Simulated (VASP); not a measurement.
# TaN (P-6m2) in VASP: further runs, part 2 of 2

VASP 6.6.1. The steps go on from the part before.

**3. Single point, LDA**

INCAR reads:

```
SYSTEM = TaN
  ALGO = Normal
  EDIFF = 1E-6
  ENCUT = 1330
  GGA = CA
  GGA_COMPAT = .False.
  ISIF = 2
  ISMEAR = 0
  LASPH = .True.
  LCHARG = .False.
  LREAL = .False.
  LWAVE = .False.
  NBANDS = 16
  NELM = 120
  PREC = Accurate
  SIGMA = 0.15
```

KPOINTS reads:

```
k-points
0
Gamma
  5 5 5
  0 0 0
```

POSCAR reads:

```
TaN
1.0
    2.9380000000      0.0000000000      0.0000000000
   -1.4690000000      2.5443826400      0.0000000000
    0.0000000000      0.0000000000      2.8830000000
Ta N
1 1
Direct
    0.3333333333      0.6666666667      0.5000000000
    0.0000000000      0.0000000000      0.0000000000
```

Potentials or basis: VASP PAW LDA potentials, release 64 (Ta_sv_GW, N_h).

On the command line:

```bash
$ cat potpaw_LDA.64/Ta_sv_GW/POTCAR potpaw_LDA.64/N_h/POTCAR > POTCAR
$ mpirun -np 1 vasp_std > vasp.out
```

OUTCAR:

```text
SYSTEM = TaN
   EDIFF = 1E-6
   ENCUT = 1330
   GGA = CA
   ISIF = 2
   ISMEAR = 0
   LASPH = .True.
   LREAL = .False.
   NELM = 120
   PREC = Accurate

 ion  position               nearest neighbor table
   1  0.333  0.667  0.500-   2 2.23   2 2.23   2 2.23   2 2.23   2 2.23   2 2.23
   2  0.000  0.000  0.000-   1 2.23   1 2.23   1 2.23   1 2.23   1 2.23   1 2.23

  LATTYP: Found a hexagonal cell.
 ALAT       =     2.9380000000
 C/A-ratio  =     0.9812797822

  Lattice vectors:

 A1 = (   2.9380000000,   0.0000000000,   0.0000000000)
 A2 = (  -1.4690000000,   2.5443826400,   0.0000000000)
 A3 = (   0.0000000000,   0.0000000000,   2.8830000000)

Analysis of symmetry for initial positions (statically):
=====================================================================
 Subroutine PRICEL returns:
 Original cell was already a primitive cell.

 Routine SETGRP: Setting up the symmetry group for a
 hexagonal supercell.

 Subroutine GETGRP returns: Found 12 space group operations
 (whereof 12 operations were pure point group operations)
 out of a pool of 24 trial point group operations.

[... 150 lines left out ...]

  energy without entropy =      -27.21960070  energy(sigma->0) =      -27.22095486

 E-fermi :  12.4230     XC(G=0): -13.9918

 val. band max:       12.4230374169   @ k =   0.0000   0.0000   0.4000
 cond. band min:      13.6431534686   @ k =   0.2000  -0.0000   0.4000
 fundamental gap:      1.2201160517
 Fermi energy:        12.4230391896

 k-point     1 :       0.0000    0.0000    0.0000
  band No.  band energies     occupation
      1     -55.6482      2.00000
      2     -22.1571      2.00000
      3     -21.9065      2.00000
      4     -21.9065      2.00000
      5      -5.0547      2.00000
      6       7.9139      2.00000
[... 262 lines left out ...]
      3     -22.6897      2.00000
      4     -22.2703      2.00000
      5      -2.9418      2.00000
      6       4.7554      2.00000
[... 8 lines left out ...]
     15      24.1700      0.00000
     16      25.8606      0.00000

------------------------ aborting loop because EDIFF is reached ----------------------------------------

  FORCE on cell =-STRESS in cart. coord.  units (eV):
  Direction    XX          YY          ZZ          XY          YZ          ZX
  --------------------------------------------------------------------------------------
  -------------------------------------------------------------------------------------
  Total       -1.3275084     -1.3275084     -1.5154625      0.0000000      0.0000000     -0.0000000
  in kB      -98.6890593    -98.6890596   -112.6618594      0.0000000      0.0000000     -0.0000000
  external PRESSURE =    -103.3466595 kB  Pullay stress =       0.0000000 kB

 VOLUME and BASIS-vectors are now :
 -----------------------------------------------------------------------------
  energy-cutoff  :     1330.00
  volume of cell :       21.55
      direct lattice vectors                 reciprocal lattice vectors
     2.938000000  0.000000000  0.000000000     0.340367597  0.196511323  0.000000000
    -1.469000000  2.544382640  0.000000000     0.000000000  0.393022647  0.000000000
     0.000000000  0.000000000  2.883000000     0.000000000  0.000000000  0.346860909

 POSITION                                       TOTAL-FORCE (eV/Angst)
 -----------------------------------------------------------------------------------
     -0.00000      1.69626      1.44150        -0.000000      0.000000      0.000000
      0.00000      0.00000      0.00000         0.000000      0.000000      0.000000
 -----------------------------------------------------------------------------------
    total drift:                                0.000000     -0.000000     -0.000000

  FREE ENERGIE OF THE ION-ELECTRON SYSTEM (eV)
  ---------------------------------------------------
  free  energy   TOTEN  =       -27.2223090271 eV

  energy  without entropy=      -27.2196006985  energy(sigma->0) =      -27.22095486
```

OSZICAR:

```text
N       E                     dE             d eps       ncg     rms          rms(c)
DAV:   1     0.201561677163E+03    0.20156E+03   -0.19172E+04   480   0.243E+03
DAV:   2    -0.203188959644E+02   -0.22188E+03   -0.21126E+03   696   0.414E+02
DAV:   3    -0.306811891904E+02   -0.10362E+02   -0.10330E+02   608   0.916E+01
DAV:   4    -0.308788669746E+02   -0.19768E+00   -0.19767E+00   656   0.928E+00
DAV:   5    -0.308795047503E+02   -0.63778E-03   -0.63777E-03   616   0.598E-01    0.553E+01
DAV:   6    -0.274296232721E+02    0.34499E+01   -0.71324E+00   528   0.224E+01    0.641E+01
DAV:   7    -0.273233050812E+02    0.10632E+00   -0.44896E-01   504   0.523E+00    0.310E+01
DAV:   8    -0.272306871658E+02    0.92618E-01   -0.21553E-01   568   0.350E+00    0.129E+01
DAV:   9    -0.272227672621E+02    0.79199E-02   -0.22752E-02   600   0.133E+00    0.276E+00
DAV:  10    -0.272223963287E+02    0.37093E-03   -0.18806E-03   504   0.439E-01    0.838E-01
DAV:  11    -0.272223107083E+02    0.85620E-04   -0.21734E-04   640   0.144E-01    0.144E-01
DAV:  12    -0.272223097450E+02    0.96329E-06   -0.37203E-05   496   0.477E-02    0.739E-02
DAV:  13    -0.272223090271E+02    0.71791E-06   -0.16781E-06   496   0.116E-02
   1 F= -.27222309E+02 E0= -.27220955E+02  d E =-.270833E-02
```

It took 21 s on 1 thread of Intel Xeon Platinum 8259CL at 2.50GHz (Skylake/Cascade Lake), shared host; peak memory 0.21 GiB.

Results:

```
Free energy            : -27.2223 eV
Pressure               : -10.3 GPa
Band gap on the k mesh : zero (filled and empty bands touch)
```

Levels at points of the mesh, in eV from the Fermi level:
```tsv
k point	band 7	band 8	band 9	band 10	band 11	band 12
(0.00, 0.00, 0.00)	-4.51	-4.15	-2.84	2.38	3.60	3.60
```

Caveat: the k points lie up to 0.49 Å⁻¹ apart; spin-orbit coupling is left out, which moves the levels of the heavy elements.

**4. Single point, LDA**

INCAR: that of step 3 with these lines changed.

```diff
@@ -4,3 +4,2 @@
   ENCUT = 1330
-  GGA = CA
   GGA_COMPAT = .False.
```

KPOINTS is that of step 3.

POSCAR is that of step 3.

Potentials or basis: VASP PAW LDA potentials, release 64 (Ta_sv_GW, N_h).

On the command line:

```bash
$ cat potpaw_LDA.64/Ta_sv_GW/POTCAR potpaw_LDA.64/N_h/POTCAR > POTCAR
$ mpirun -np 1 vasp_std > vasp.out
```

OUTCAR:

```text
SYSTEM = TaN
   EDIFF = 1E-6
   ENCUT = 1330
   ISIF = 2
   ISMEAR = 0
   LASPH = .True.
   LREAL = .False.
   NELM = 120
   PREC = Accurate

 ion  position               nearest neighbor table
   1  0.333  0.667  0.500-   2 2.23   2 2.23   2 2.23   2 2.23   2 2.23   2 2.23
   2  0.000  0.000  0.000-   1 2.23   1 2.23   1 2.23   1 2.23   1 2.23   1 2.23

  LATTYP: Found a hexagonal cell.
 ALAT       =     2.9380000000
 C/A-ratio  =     0.9812797822

  Lattice vectors:

 A1 = (   2.9380000000,   0.0000000000,   0.0000000000)
 A2 = (  -1.4690000000,   2.5443826400,   0.0000000000)
 A3 = (   0.0000000000,   0.0000000000,   2.8830000000)

Analysis of symmetry for initial positions (statically):
=====================================================================
 Subroutine PRICEL returns:
 Original cell was already a primitive cell.

 Routine SETGRP: Setting up the symmetry group for a
 hexagonal supercell.

 Subroutine GETGRP returns: Found 12 space group operations
 (whereof 12 operations were pure point group operations)
 out of a pool of 24 trial point group operations.

The static configuration has the point symmetry D_3h.

[... 149 lines left out ...]
  energy without entropy =      -27.21960070  energy(sigma->0) =      -27.22095486

 E-fermi :  12.4230     XC(G=0): -13.9918

 val. band max:       12.4230374169   @ k =   0.0000   0.0000   0.4000
 cond. band min:      13.6431534686   @ k =   0.2000  -0.0000   0.4000
 fundamental gap:      1.2201160517
 Fermi energy:        12.4230391896

 k-point     1 :       0.0000    0.0000    0.0000
  band No.  band energies     occupation
      1     -55.6482      2.00000
      2     -22.1571      2.00000
      3     -21.9065      2.00000
      4     -21.9065      2.00000
      5      -5.0547      2.00000
      6       7.9139      2.00000
[... 262 lines left out ...]
      3     -22.6897      2.00000
      4     -22.2703      2.00000
      5      -2.9418      2.00000
      6       4.7554      2.00000
[... 8 lines left out ...]
     15      24.1700      0.00000
     16      25.8606      0.00000

------------------------ aborting loop because EDIFF is reached ----------------------------------------

  FORCE on cell =-STRESS in cart. coord.  units (eV):
  Direction    XX          YY          ZZ          XY          YZ          ZX
  --------------------------------------------------------------------------------------
  -------------------------------------------------------------------------------------
  Total       -1.3275084     -1.3275084     -1.5154625      0.0000000      0.0000000     -0.0000000
  in kB      -98.6890593    -98.6890596   -112.6618594      0.0000000      0.0000000     -0.0000000
  external PRESSURE =    -103.3466595 kB  Pullay stress =       0.0000000 kB

 VOLUME and BASIS-vectors are now :
 -----------------------------------------------------------------------------
  energy-cutoff  :     1330.00
  volume of cell :       21.55
      direct lattice vectors                 reciprocal lattice vectors
     2.938000000  0.000000000  0.000000000     0.340367597  0.196511323  0.000000000
    -1.469000000  2.544382640  0.000000000     0.000000000  0.393022647  0.000000000
     0.000000000  0.000000000  2.883000000     0.000000000  0.000000000  0.346860909

 POSITION                                       TOTAL-FORCE (eV/Angst)
 -----------------------------------------------------------------------------------
     -0.00000      1.69626      1.44150        -0.000000      0.000000      0.000000
      0.00000      0.00000      0.00000         0.000000      0.000000      0.000000
 -----------------------------------------------------------------------------------
    total drift:                                0.000000     -0.000000     -0.000000

  FREE ENERGIE OF THE ION-ELECTRON SYSTEM (eV)
  ---------------------------------------------------
  free  energy   TOTEN  =       -27.2223090271 eV

  energy  without entropy=      -27.2196006985  energy(sigma->0) =      -27.22095486
```

stdout:

```text
POSCAR found type information on POSCAR TaN
 POSCAR found :  2 types and       2 ions
 scaLAPACK will be used
 LDA part: xc-table for (Slater(with rela. corr.)+CA(PZ))
 , standard interpolation
 POSCAR, INCAR and KPOINTS ok, starting setup
 FFT: planning ... GRIDC
 FFT: planning ... GRID_SOFT
 FFT: planning ... GRID
 WAVECAR not read
 entering main loop
```

It took 16 s on 1 thread of Intel Xeon Platinum 8259CL at 2.50GHz (Skylake/Cascade Lake), shared host; peak memory 0.21 GiB.

Results:

- Free energy: -27.2223 eV
- Pressure: -10.3 GPa
- Band gap on the k mesh: zero (filled and empty bands touch)

Caveat: the k points lie up to 0.49 Å⁻¹ apart; spin-orbit coupling is left out, which moves the levels of the heavy elements.

The gap in the log of VASP goes by the Fermi energy; the results here count the filled bands.